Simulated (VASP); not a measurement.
# EuMo (Pm-3m) in VASP: relaxation of the atoms with PBE

Aim: the relaxation of the atoms of EuMo with PBE.

Everything below comes from runs of VASP 6.6.1. Logs are shortened: lines on timing, memory, paths and dates and some standing lists are left out, and cuts for length are marked.

**1. The cell of the first run**

The structure is cubic, space group Pm-3m (No. 221). Conventional cell: a = 3.531 Å, b = 3.531 Å, c = 3.531 Å, α = 90.00°, β = 90.00°, γ = 90.00°. Eu (site symmetry m-3m) has 8 Mo at 3.06 Å and 6 Eu at 3.53 Å within 4.0 Å. Mo (site symmetry m-3m) has 8 Eu at 3.06 Å and 6 Mo at 3.53 Å within 4.0 Å.

**2. Relaxation of the atoms, PBE, collinear spin, ferromagnetic start**

Contents of INCAR:

```
  PREC = Accurate
  ENCUT = 520
  EDIFF = 1E-7
  ISMEAR = -1
  SIGMA = 0.05
  LREAL = False
  LASPH = True
  NELM = 150
  ALGO = Fast
  ISIF = 2
  LWAVE = False
  LCHARG = False
  ISPIN = 2
  MAGMOM = 7 1
  LORBIT = 11
  LMAXMIX = 6
  GGA = PE
  IBRION = 2
  NSW = 60
  EDIFFG = -0.01
```

Contents of KPOINTS:

```
Automatic mesh
0
Gamma
  6 6 6
```

Contents of POSCAR:

```
EuMo
1.0
    3.5314500000      0.0000000000      0.0000000000
    0.0000000000      3.5314500000      0.0000000000
    0.0000000000      0.0000000000      3.5314500000
Eu Mo
1 1
Direct
    0.5000000000      0.5000000000      0.5000000000
    0.0000000000      0.0000000000      0.0000000000
```

Potentials or basis: VASP PAW PBE potentials, release 64 (Eu, Mo_sv).

Launch:

```console
$ cat potpaw_PBE.64/Eu/POTCAR potpaw_PBE.64/Mo_sv/POTCAR > POTCAR
$ mpirun -np 1 vasp_std > vasp.out
```

OUTCAR:

```text
PREC = Accurate
   ENCUT = 520
   EDIFF = 1E-7
   ISMEAR = -1
   LREAL = False
   LASPH = True
   NELM = 150
   ISIF = 2
   ISPIN = 2
   LORBIT = 11
   GGA = PE
   IBRION = 2
   NSW = 60
   EDIFFG = -0.01

 ion  position               nearest neighbor table
   1  0.500  0.500  0.500-   2 3.06   2 3.06   2 3.06   2 3.06   2 3.06   2 3.06   2 3.06   2 3.06

   2  0.000  0.000  0.000-   1 3.06   1 3.06   1 3.06   1 3.06   1 3.06   1 3.06   1 3.06   1 3.06

  LATTYP: Found a simple cubic cell.
 ALAT       =     3.5314500000

  Lattice vectors:

 A1 = (   3.5314500000,   0.0000000000,   0.0000000000)
 A2 = (   0.0000000000,   3.5314500000,   0.0000000000)
 A3 = (   0.0000000000,   0.0000000000,   3.5314500000)

Analysis of symmetry for initial positions (statically):
=====================================================================
 Subroutine PRICEL returns:
 Original cell was already a primitive cell.

 Routine SETGRP: Setting up the symmetry group for a
 simple cubic supercell.

 Subroutine GETGRP returns: Found 48 space group operations
 (whereof 48 operations were pure point group operations)
 out of a pool of 48 trial point group operations.

The static configuration has the point symmetry O_h .

Analysis of symmetry for dynamics (positions and initial velocities):
=====================================================================
 Subroutine PRICEL returns:
 Original cell was already a primitive cell.

 Routine SETGRP: Setting up the symmetry group for a
 simple cubic supercell.

 Subroutine GETGRP returns: Found 48 space group operations
 (whereof 48 operations were pure point group operations)
 out of a pool of 48 trial point group operations.

The dynamic configuration has the point symmetry O_h .

Analysis of structural, dynamic, and magnetic symmetry:
=====================================================================
 Subroutine PRICEL returns:
 Original cell was already a primitive cell.

 Routine SETGRP: Setting up the symmetry group for a
 simple cubic supercell.

 Subroutine GETGRP returns: Found 48 space group operations
 (whereof 48 operations were pure point group operations)
 out of a pool of 48 trial point group operations.

The overall configuration has the point symmetry O_h .

 Subroutine INISYM returns: Found 48 space group operations
 (whereof 48 operations are pure point group operations),
 and found     1 'primitive' translations

----------------------------------------------------------------------------------------

                                     Primitive cell

  volume of cell :      44.0412

  direct lattice vectors                    reciprocal lattice vectors
     3.531450000  0.000000000  0.000000000     0.283169803  0.000000000  0.000000000
     0.000000000  3.531450000  0.000000000     0.000000000  0.283169803  0.000000000
     0.000000000  0.000000000  3.531450000     0.000000000  0.000000000  0.283169803

  length of vectors
     3.531450000  3.531450000  3.531450000     0.283169803  0.283169803  0.283169803

  position of ions in fractional coordinates (direct lattice)
     0.500000000  0.500000000  0.500000000
     0.000000000  0.000000000  0.000000000

  ion indices of the primitive-cell ions
   primitive index   ion index
                 1           1
                 2           2

----------------------------------------------------------------------------------------

 KPOINTS: Automatic mesh

Automatic generation of k-mesh.
 Grid dimensions read from file:
 generate k-points for:    6    6    6

 Generating k-lattice:

  Cartesian coordinates                     Fractional coordinates (reciprocal lattice)
     0.047194967  0.000000000  0.000000000     0.166666667  0.000000000  0.000000000
     0.000000000  0.047194967  0.000000000     0.000000000  0.166666667  0.000000000
     0.000000000  0.000000000  0.047194967     0.000000000  0.000000000  0.166666667

  Length of vectors
     0.047194967  0.047194967  0.047194967

  Shift w.r.t. Gamma in fractional coordinates (k-lattice)
     0.000000000  0.000000000  0.000000000

 Subroutine IBZKPT returns following result:
 ===========================================

 Found     20 irreducible k-points:

 Following reciprocal coordinates:
            Coordinates               Weight
  0.000000  0.000000  0.000000      1.000000
  0.166667  0.000000  0.000000      6.000000
  0.333333  0.000000  0.000000      6.000000
  0.500000  0.000000  0.000000      3.000000
  0.166667  0.166667  0.000000     12.000000
  0.333333  0.166667  0.000000     24.000000
[... 12 lines left out ...]
  0.500000  0.500000  0.333333      6.000000
  0.500000  0.500000  0.500000      1.000000
   k-points           NKPTS =     20   k-points in BZ     NKDIM =     20   number of bands    NBANDS=     23
   number of dos      NEDOS =    301   number of ions     NIONS =      2
   total plane-waves  NPLWV =  21952
   dimension x,y,z NGX =    28 NGY =   28 NGZ =   28
   dimension x,y,z NGXF=    56 NGYF=   56 NGZF=   56
   ions per type =               1   1
   NGX,Y,Z   is equivalent  to a cutoff of  13.18, 13.18, 13.18 a.u.
   NGXF,Y,Z  is equivalent  to a cutoff of  26.36, 26.36, 26.36 a.u.
 SYSTEM =  unknown system
   PREC   = accura    normal or accurate (medium, high low for compatibility)
   ISTART =      0    job   : 0-new  1-cont  2-samecut
   ICHARG =      2    charge: 1-file 2-atom 10-const
   ISPIN  =      2    spin polarized calculation?
   LNONCOLLINEAR =      F non collinear calculations
   LSORBIT =      F    spin-orbit coupling
   LASPH  =      T    aspherical Exc in radial PAW
   ENCUT  =  520.0 eV  38.22 Ry    6.18 a.u.   6.57  6.57  6.57*2*pi/ulx,y,z
   NELM   =    150;   NELMIN=  2; NELMDL= -5     # of ELM steps
   EDIFF  = 0.1E-06   stopping-criterion for ELM
   LREAL  =      F    real-space projection
   EDIFFG = -.1E-01   stopping-criterion for IOM
   NSW    =     60    number of steps for IOM
   IBRION =      2    ionic relax: 0-MD 1-quasi-New 2-CG
   NFREE  =      1    steps in history (QN), initial steepest desc. (CG)
   ISIF   =      2    stress and relaxation
   ISYM   =      2    0-nonsym 1-usesym 2-fastsym
   POTIM  = 0.5000    time-step for ionic-motion
   TEBEG  =    0.0;   TEEND  =   0.0 temperature during run
   PSTRESS=    0.0 pullay stress
   NELECT =      31.0000    total number of electrons
   NUPDOWN=      -1.0000    fix difference up-down
   EMIN   =  10.00;   EMAX   =-10.00  energy-range for DOS
   EFERMI =   0.00;   METHOD = LEGACY
   ISMEAR =    -1;   SIGMA  =   0.05  broadening in eV -4-tet -1-fermi 0-gaus
   EFERMI_NEDOS =   21; number of points for ismear=-14 and -15
   IALGO  =     68    algorithm
   IMIX   =      4    mixing-type and parameters
     AMIX     =   0.40;   BMIX     =  1.00
     AMIX_MAG =   1.60;   BMIX_MAG =  1.00
  volume/ion in A,a.u.               =      22.02       148.60
  Fermi-wavevector in a.u.,A,eV,Ry     =   1.456271  2.751954 28.854236  2.120727
  Thomas-Fermi vector in A             =   2.573209
   LORBIT       =     11    0 simple, 1 ext, 2 COOP (PROOUT), +10 PAW based schemes
   GGA     = PE    functional components
   LHFCALC =     F    Hartree Fock is set to
   AEXX    =    0.0000 exact exchange contribution
   IVDW    =     0    specifies the selected vdW correction
   LEPSILON=     F    determine dielectric tensor
   LRPA    =     F    only Hartree local field effects (RPA)
 conjugate gradient relaxation of ions
 spin polarized calculation
 RMM-DIIS sequential band-by-band and
  energy-cutoff  :      520.00
  volume of cell :       44.04
 maximum number of plane-waves:      1213
 NGX is ok and might be reduce to    28
   NGX = 13   NGY = 13   NGZ = 13

 number of electron      31.0000005 magnetization       5.4671504

 Free energy of the ion-electron system (eV)
  ---------------------------------------------------
  ext. energy  EPLUGINS =         0.00000000
  ---------------------------------------------------
  free energy    TOTEN  =       -20.34179424 eV

  energy without entropy =      -20.30588157  energy(sigma->0) =      -20.32383791

 E-fermi :   6.1525     XC(G=0): -11.6719

 val. band max:        6.1320497140   @ k =   0.5000   0.3333   0.3333
 cond. band min:       6.2031471720   @ k =   0.5000   0.1667   0.1667
 fundamental gap:      0.0710974580
 Fermi energy:         6.1524694432

 spin component 1

 k-point     1 :       0.0000    0.0000    0.0000
  band No.  band energies     occupation
      1     -53.7366      1.00000
      2     -34.6496      1.00000
      3     -27.7859      1.00000
      4     -27.7859      1.00000
      5     -27.7859      1.00000
      6     -13.0499      1.00000
[... 15 lines left out ...]
     22      35.5584      0.00000
     23      39.2181      0.00000
[... 470 lines left out ...]
  band No.  band energies     occupation
      1     -53.7233      1.00000
      2     -34.5338      1.00000
      3     -27.8477      1.00000
      4     -27.8477      1.00000
      5     -27.8477      1.00000
      6     -13.5687      1.00000
[... 15 lines left out ...]
     22       8.5224      0.00000
     23       8.5225      0.00000
 Fermi energy:         6.1524694432

 spin component 2

 k-point     1 :       0.0000    0.0000    0.0000
  band No.  band energies     occupation
      1     -54.3696      1.00000
      2     -31.7562      1.00000
      3     -28.4858      1.00000
      4     -28.4858      1.00000
      5     -28.4858      1.00000
      6     -10.9485      1.00000
[... 15 lines left out ...]
     22      10.5778      0.00000
     23      10.5779      0.00000
[... 471 lines left out ...]
      1     -54.3564      1.00000
      2     -31.6107      1.00000
      3     -28.5468      1.00000
      4     -28.5468      1.00000
      5     -28.5468      1.00000
      6     -11.5763      1.00000
[... 15 lines left out ...]
     22      10.3890      0.00000
     23      10.3890      0.00000

------------------------ aborting loop because EDIFF is reached ----------------------------------------

  FORCE on cell =-STRESS in cart. coord.  units (eV):
  Direction    XX          YY          ZZ          XY          YZ          ZX
  --------------------------------------------------------------------------------------
  -------------------------------------------------------------------------------------
  Total       -0.0408982     -0.0408982     -0.0408982      0.0000000      0.0000000      0.0000000
  in kB       -1.4878396     -1.4878396     -1.4878396      0.0000000      0.0000000      0.0000000
  external PRESSURE =      -1.4878396 kB  Pullay stress =       0.0000000 kB

 VOLUME and BASIS-vectors are now :
 -----------------------------------------------------------------------------
  energy-cutoff  :      520.00
  volume of cell :       44.04
      direct lattice vectors                 reciprocal lattice vectors
     3.531450000  0.000000000  0.000000000     0.283169803  0.000000000  0.000000000
     0.000000000  3.531450000  0.000000000     0.000000000  0.283169803  0.000000000
     0.000000000  0.000000000  3.531450000     0.000000000  0.000000000  0.283169803

 POSITION                                       TOTAL-FORCE (eV/Angst)
 -----------------------------------------------------------------------------------
      1.76572      1.76572      1.76572         0.000000      0.000000      0.000000
      0.00000      0.00000      0.00000         0.000000      0.000000      0.000000
 -----------------------------------------------------------------------------------
    total drift:                                0.000000      0.000000      0.000000

  FREE ENERGIE OF THE ION-ELECTRON SYSTEM (eV)
  ---------------------------------------------------
  free  energy   TOTEN  =       -20.3417942418 eV

  energy  without entropy=      -20.3058815695  energy(sigma->0) =      -20.32383791

 reached required accuracy - stopping structural energy minimisation

 total charge

# of ion       s       p       d       f       tot
--------------------------------------------------
    1        2.097   5.680   0.696   6.375  14.848
    2        2.336   6.038   3.990   0.000  12.365
--------------------------------------------------
tot          4.433  11.718   4.686   6.375  27.212

 magnetization (x)

# of ion       s       p       d       f       tot
--------------------------------------------------
    1        0.004  -0.106   0.104   6.288   6.290
    2       -0.008   0.001  -0.991   0.000  -0.998
--------------------------------------------------
tot         -0.003  -0.105  -0.887   6.288   5.293
```

It took 12 min on 1 thread of Intel Xeon 8259CL, shared host; peak memory 0.21 GiB.

Results:

```yaml
Free_energy: -20.3418 eV
Pressure_after_relaxing: -0.1 GPa
Net_moment: 5.47 μB per cell
Site_moments: Eu +6.29; Mo -1.00 μB
Valence_electrons_inside_the_program's_atomic_spheres: Eu 14.85; Mo 12.37
```

Final structure:
```
Eu Mo
1.0
     3.53145    0.00000    0.00000
     0.00000    3.53145    0.00000
     0.00000    0.00000    3.53145
Eu Mo
1 1
Direct
  0.50000 0.50000 0.50000
  0.00000 0.00000 0.00000
```

Levels at points of the mesh, in eV from the Fermi level:
Spin up:
```tsv
k point	band 16	band 17	band 18	band 19	band 20	band 21
(0.00, 0.00, 0.00)	-0.50	-0.50	-0.48	0.76	0.76	0.76
(0.50, 0.00, 0.00)	-0.39	-0.39	0.23	0.90	1.10	1.10
(0.50, 0.50, 0.00)	-0.50	-0.50	-0.39	-0.38	2.29	36.24
(0.50, 0.50, 0.50)	-0.17	-0.17	-0.17	-0.09	-0.09	-0.09
```
Spin down:
```
           k point  band 11  band 12  band 13  band 14  band 15  band 16
(0.00, 0.00, 0.00)    -2.75     0.14     0.14     0.14     3.95     3.95
(0.50, 0.00, 0.00)    -1.18    -0.07    -0.07     0.43     1.68     2.39
(0.50, 0.50, 0.00)    -1.16    -1.16     1.64     2.27     2.87     2.87
(0.50, 0.50, 0.50)    -0.54     0.11     0.11     0.11     1.71     1.71
```

Caveat: the relaxation stopped at its first step, so nothing moved; spin-orbit coupling is left out, which moves the levels of the heavy elements; semilocal functionals describe open f shells poorly, which spoils levels, moments and volumes. The state reached can hang on the start; a lower one may exist.
